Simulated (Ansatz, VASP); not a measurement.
**Pt: VASP beside Ansatz**

```
Pt
1.0
     0.00000    1.95892    1.95892
     1.95892    0.00000    1.95892
     1.95892    1.95892    0.00000
Pt
1
Direct
  0.00000 0.00000 0.00000
```

Alike in both runs: task single point; functional PBEsol; k mesh 6 × 6 × 6; occupations gaussian, width 0.1 eV; no spin polarisation.

```csv
,VASP,Ansatz
version,VASP 6.6.1,Ansatz 0.2.0
potentials or method,"VASP PAW PBE potentials, release 64 (Pt), cutoff 500 eV","scalar-relativistic, plane waves, PAW"
valence electrons in the cell,10,18
```

```csv
,VASP,Ansatz,Ansatz less VASP
gap on the k mesh at the Fermi level (eV),none,none,-
pressure (GPa),-3.1,-2.6,+0.44
```

VASP's potentials were made for PBE, not for PBEsol, and Ansatz warns of the same on its side. A gap of «none» marks a metal or a gap that the smearing closes. VASP's potentials hold 10 valence electrons a cell and Ansatz's 18, so a difference there can come from the potentials and not from the codes.

The k mesh is coarse, so the values compare programs but aren't converged. Spin-orbit coupling is off throughout.
